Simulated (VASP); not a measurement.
# Cs (P6_3/mmc) in VASP: further runs

Runs on Cs. Level: r2SCAN. Tasks: single point.

All numbers are computed with VASP 6.6.1; they aren't measurements. Logs are shortened: lines on timing, memory, paths and dates and some standing lists are left out, and cuts for length are marked.

### 1 The cell of the first run

The structure is hexagonal, space group P6_3/mmc (No. 194). The conventional cell has a = 5.643 Å, b = 5.643 Å, c = 9.010 Å, α = 90.00°, β = 90.00°, γ = 120.00°.

This isn't the form of Cs at room conditions, which is bcc.

### 2 Single point, r2SCAN

The input, POSCAR:

```
Cs
1.0
    5.6425662981      0.0000000000      0.0000000000
   -2.8212831491      4.8866057567      0.0000000000
    0.0000000000      0.0000000000      9.0099102730
Cs
2
Direct
    0.3333333333      0.6666666667      0.2500000000
    0.6666666667      0.3333333333      0.7500000000
```

The input, INCAR.step1:

```
ALGO = Normal
EDIFF = 1E-4
ENCUT = 520
GGA = PE
ISMEAR = 0
LASPH = T
LCHARG = F
LREAL = F
LWAVE = T
NBANDS = 16
NELM = 60
PREC = Accurate
SIGMA = 0.15
```

The input, INCAR.step2:

```
ALGO = Normal
EDIFF = 1E-6
ENCUT = 520
ISIF = 2
ISMEAR = 0
ISTART = 1
LASPH = T
LCHARG = F
LMIXTAU = T
LREAL = F
LWAVE = F
METAGGA = R2SCAN
NBANDS = 16
NELM = 60
PREC = Accurate
SIGMA = 0.15
```

The input, KPOINTS:

```
k-points
0
Gamma
  6 6 2
```

Potentials or basis: VASP PAW PBE potentials, release 64 (Cs_sv).

Started as:

```console
cat potpaw_PBE.64/Cs_sv/POTCAR > POTCAR
cp INCAR.step1 INCAR
mpirun -np 1 vasp_std > vasp.out
cp INCAR.step2 INCAR
mpirun -np 1 vasp_std > vasp.out
```

OUTCAR:

```text
EDIFF = 1E-6
   ENCUT = 520
   ISIF = 2
   ISMEAR = 0
   ISTART = 1
   LASPH = T
   LREAL = F
   METAGGA = R2SCAN
   NELM = 60
   PREC = Accurate

 ion  position               nearest neighbor table
   1  0.333  0.667  0.250-
   2  0.667  0.333  0.750-

  LATTYP: Found a hexagonal cell.
 ALAT       =     5.6425662981
 C/A-ratio  =     1.5967752609

  Lattice vectors:

 A1 = (   5.6425662981,   0.0000000000,   0.0000000000)
 A2 = (  -2.8212831491,   4.8866057567,   0.0000000000)
 A3 = (   0.0000000000,   0.0000000000,   9.0099102730)

Analysis of symmetry for initial positions (statically):
=====================================================================
 Subroutine PRICEL returns:
 Original cell was already a primitive cell.

 Routine SETGRP: Setting up the symmetry group for a
 hexagonal supercell.

 Subroutine GETGRP returns: Found 24 space group operations
 (whereof 12 operations were pure point group operations)
 out of a pool of 24 trial point group operations.

The static configuration has the point symmetry D_3d.
 The point group associated with its full space group is D_6h.

Analysis of symmetry for dynamics (positions and initial velocities):
=====================================================================
 Subroutine PRICEL returns:
 Original cell was already a primitive cell.

 Routine SETGRP: Setting up the symmetry group for a
 hexagonal supercell.

 Subroutine GETGRP returns: Found 24 space group operations
 (whereof 12 operations were pure point group operations)
 out of a pool of 24 trial point group operations.

The dynamic configuration has the point symmetry D_3d.
 The point group associated with its full space group is D_6h.

 Subroutine INISYM returns: Found 24 space group operations
 (whereof 12 operations are pure point group operations),
 and found     1 'primitive' translations

----------------------------------------------------------------------------------------

                                     Primitive cell

  volume of cell :     248.4302

  direct lattice vectors                    reciprocal lattice vectors
     5.642566298  0.000000000  0.000000000     0.177224324  0.102320511  0.000000000
[... 69 lines left out ...]
   ISPIN  =      1    spin polarized calculation?
   LNONCOLLINEAR =      F non collinear calculations
   LSORBIT =      F    spin-orbit coupling
   LASPH  =      T    aspherical Exc in radial PAW
   ENCUT  =  520.0 eV  38.22 Ry    6.18 a.u.  10.49 10.49 16.75*2*pi/ulx,y,z
   NELM   =     60;   NELMIN=  2; NELMDL=  0     # of ELM steps
   EDIFF  = 0.1E-05   stopping-criterion for ELM
   LREAL  =      F    real-space projection
   EDIFFG = 0.1E-04   stopping-criterion for IOM
   NSW    =      0    number of steps for IOM
   IBRION =     -1    ionic relax: 0-MD 1-quasi-New 2-CG
   NFREE  =      0    steps in history (QN), initial steepest desc. (CG)
   ISIF   =      2    stress and relaxation
   ISYM   =      2    0-nonsym 1-usesym 2-fastsym
   POTIM  = 0.5000    time-step for ionic-motion
   TEBEG  =    0.0;   TEEND  =   0.0 temperature during run
   PSTRESS=    0.0 pullay stress
   NELECT =      18.0000    total number of electrons
   NUPDOWN=      -1.0000    fix difference up-down
   EMIN   =  10.00;   EMAX   =-10.00  energy-range for DOS
   EFERMI =   0.00;   METHOD = LEGACY
   ISMEAR =     0;   SIGMA  =   0.15  broadening in eV -4-tet -1-fermi 0-gaus
   EFERMI_NEDOS =   21; number of points for ismear=-14 and -15
   IALGO  =     38    algorithm
   IMIX   =      4    mixing-type and parameters
     AMIX     =   0.40;   BMIX     =  1.00
     AMIX_MAG =   1.60;   BMIX_MAG =  1.00
  volume/ion in A,a.u.               =     124.22       838.24
  Fermi-wavevector in a.u.,A,eV,Ry     =   0.682492  1.289723  6.337529  0.465795
  Thomas-Fermi vector in A             =   1.761581
   LORBIT       =      0    0 simple, 1 ext, 2 COOP (PROOUT), +10 PAW based schemes
   METAGGA = R2SCAN    functional components
   LHFCALC =     F    Hartree Fock is set to
   AEXX    =    0.0000 exact exchange contribution
   IVDW    =     0    specifies the selected vdW correction
   LEPSILON=     F    determine dielectric tensor
   LRPA    =     F    only Hartree local field effects (RPA)
 non-spin polarized calculation
 Gauss-broadening in eV      SIGMA  =   0.15
  energy-cutoff  :      520.00
  volume of cell :      248.43
 maximum number of plane-waves:      6729
 NGX is ok and might be reduce to    42

 number of electron      17.9999998 magnetization

 Free energy of the ion-electron system (eV)
  ---------------------------------------------------
  ext. energy  EPLUGINS =         0.00000000
  ---------------------------------------------------
  free energy    TOTEN  =       -50.07178756 eV

  energy without entropy =      -50.05722699  energy(sigma->0) =      -50.06450728

 E-fermi :   0.3808     XC(G=0):  -5.4427

 val. band max:        0.3707664177   @ k =   0.5000   0.0000   0.0000
 cond. band min:       0.4660618290   @ k =   0.0000   0.0000   0.0000
 fundamental gap:      0.0952954113
 Fermi energy:         0.3808015011

 k-point     1 :       0.0000    0.0000    0.0000
  band No.  band energies     occupation
      1     -24.4774      2.00000
      2     -24.4722      2.00000
      3     -10.9644      2.00000
      4     -10.8721      2.00000
      5     -10.8721      2.00000
      6     -10.8558      2.00000
[... 243 lines left out ...]
      3     -10.9413      2.00000
      4     -10.9413      2.00000
      5     -10.9164      2.00000
      6     -10.9164      2.00000
[... 8 lines left out ...]
     15       3.3517      0.00000
     16       3.3517      0.00000

------------------------ aborting loop because EDIFF is reached ----------------------------------------

  FORCE on cell =-STRESS in cart. coord.  units (eV):
  Direction    XX          YY          ZZ          XY          YZ          ZX
  --------------------------------------------------------------------------------------
  -------------------------------------------------------------------------------------
  Total        0.0175249      0.0175249     -0.0571498     -0.0000000      0.0000000     -0.0000000
  in kB        0.1130219      0.1130219     -0.3685711     -0.0000000      0.0000000     -0.0000000
  external PRESSURE =      -0.0475091 kB  Pullay stress =       0.0000000 kB

 VOLUME and BASIS-vectors are now :
 -----------------------------------------------------------------------------
  energy-cutoff  :      520.00
  volume of cell :      248.43
      direct lattice vectors                 reciprocal lattice vectors
     5.642566298  0.000000000  0.000000000     0.177224324  0.102320511  0.000000000
    -2.821283149  4.886605757  0.000000000     0.000000000  0.204641023  0.000000000
     0.000000000  0.000000000  9.009910273     0.000000000  0.000000000  0.110988897

 POSITION                                       TOTAL-FORCE (eV/Angst)
 -----------------------------------------------------------------------------------
     -0.00000      3.25774      2.25248         0.000000     -0.000000      0.000000
      2.82128      1.62887      6.75743        -0.000000      0.000000      0.000000
 -----------------------------------------------------------------------------------
    total drift:                                0.000000     -0.000000      0.000000

  FREE ENERGIE OF THE ION-ELECTRON SYSTEM (eV)
  ---------------------------------------------------
  free  energy   TOTEN  =       -50.0717875643 eV

  energy  without entropy=      -50.0572269898  energy(sigma->0) =      -50.06450728
```

OUTCAR.step1:

```text
EDIFF = 1E-4
   ENCUT = 520
   GGA = PE
   ISMEAR = 0
   LASPH = T
[... 477 lines left out ...]
 -----------------------------------------------------------------------------------
     -0.00000      3.25774      2.25248         0.000000     -0.000000      0.000000
      2.82128      1.62887      6.75743        -0.000000      0.000000      0.000000
 -----------------------------------------------------------------------------------
    total drift:                                0.000000     -0.000000      0.000000

  FREE ENERGIE OF THE ION-ELECTRON SYSTEM (eV)
  ---------------------------------------------------
  free  energy   TOTEN  =        -1.7344919350 eV

  energy  without entropy=       -1.7186598900  energy(sigma->0) =       -1.72657591
```

OSZICAR.step1:

```text
N       E                     dE             d eps       ncg     rms          rms(c)
DAV:   1     0.139783875602E+03    0.13978E+03   -0.58711E+03   448   0.801E+02
DAV:   2     0.179061690238E+02   -0.12188E+03   -0.11731E+03   656   0.149E+02
DAV:   3    -0.125490682428E+01   -0.19161E+02   -0.18720E+02   584   0.632E+01
DAV:   4    -0.172636508883E+01   -0.47146E+00   -0.47126E+00   592   0.113E+01
DAV:   5    -0.173007745730E+01   -0.37124E-02   -0.37123E-02   624   0.101E+00    0.182E-01
DAV:   6    -0.173185900671E+01   -0.17815E-02   -0.28955E-03   568   0.253E-01    0.129E-01
DAV:   7    -0.173423692047E+01   -0.23779E-02   -0.56225E-03   496   0.348E-01    0.485E-02
DAV:   8    -0.173448745517E+01   -0.25053E-03   -0.31456E-04   440   0.832E-02    0.113E-02
DAV:   9    -0.173449193496E+01   -0.44798E-05   -0.21858E-05   304   0.274E-02
   1 F= -.17344919E+01 E0= -.17265759E+01  d E =-.158320E-01
```

It took 2.2 min on 1 thread of Intel Xeon 6975P-C (Granite Rapids), shared host; peak memory 0.39 GiB.

Results:

```
Free energy            : -50.0718 eV
Pressure               : 0.0 GPa
Band gap on the k mesh : zero (bands 9 and 10 overlap by 1.84 eV)
```

Caveat: the PAW data sets were made with another functional, which shifts forces and pressure a little; spin-orbit coupling is left out, which moves the levels of the heavy elements.

### 3 Single point, r2SCAN

This run uses another cell than the first one, of the same volume but with other edges.

The input, POSCAR:

```
Cs
1.0
    5.4765112217      0.0000000000      0.0000000000
   -2.7382556109      4.7427978421      0.0000000000
    0.0000000000      0.0000000000      9.5645786635
Cs
2
Direct
    0.3333333333      0.6666666667      0.2500000000
    0.6666666667      0.3333333333      0.7500000000
```

The input, INCAR.step1:

```
SYSTEM = Cs
ALGO = Normal
EDIFF = 1E-4
ENCUT = 520
GGA = PE
ISMEAR = 0
LASPH = .True.
LCHARG = .False.
LREAL = .False.
LWAVE = .True.
NBANDS = 16
NELM = 100
PREC = Accurate
SIGMA = 0.15
```

The input, INCAR.step2:

```
SYSTEM = Cs
ALGO = Normal
EDIFF = 1E-6
ENCUT = 520
ISIF = 2
ISMEAR = 0
ISTART = 1
LASPH = .True.
LCHARG = .False.
LMIXTAU = .True.
LREAL = .False.
LWAVE = .False.
METAGGA = R2SCAN
NBANDS = 16
NELM = 100
PREC = Accurate
SIGMA = 0.15
```

The input, KPOINTS:

```
k-points
0
Gamma
  6 6 2
  0 0 0
```

Potentials or basis: VASP PAW PBE potentials, release 64 (Cs_sv).

Started as:

```console
cat potpaw_PBE.64/Cs_sv/POTCAR > POTCAR
cp INCAR.step1 INCAR
mpirun -np 1 vasp_std > vasp.out
cp INCAR.step2 INCAR
mpirun -np 1 vasp_std > vasp.out
```

Run time: 2.6 min. Hardware: 1 thread of Intel Xeon 6975P-C (Granite Rapids), shared host; peak memory 0.4 GiB.

Results (log left out):

* Free energy: -50.0521 eV
* Pressure: 0.0 GPa
* Band gap on the k mesh: zero (bands 9 and 10 overlap by 1.97 eV)

Stress tensor (GPa, compression positive):
```
 0.12  0.00  0.00
 0.00  0.12  0.00
 0.00  0.00 -0.26
```

Levels at points of the mesh, in eV from the Fermi level:
| k point | band 7 | band 8 | band 9 | band 10 | band 11 | band 12 |
| --- | --- | --- | --- | --- | --- | --- |
| (0.00, 0.00, 0.00) | -11.27 | -11.27 | -1.77 | -0.09 | 0.36 | 2.37 |
| (0.50, 0.00, 0.00) | -11.29 | -11.29 | 0.05 | 0.28 | 0.73 | 1.04 |
| (0.00, 0.00, 0.50) | -11.28 | -11.28 | -1.21 | -1.21 | 1.52 | 1.52 |
| (0.50, 0.00, 0.50) | -11.30 | -11.30 | 0.21 | 0.21 | 0.80 | 0.80 |

Caveat: the PAW data sets were made with another functional, which shifts forces and pressure a little; spin-orbit coupling is left out, which moves the levels of the heavy elements.

The gap in the log of VASP goes by the Fermi energy; the results here count the filled bands.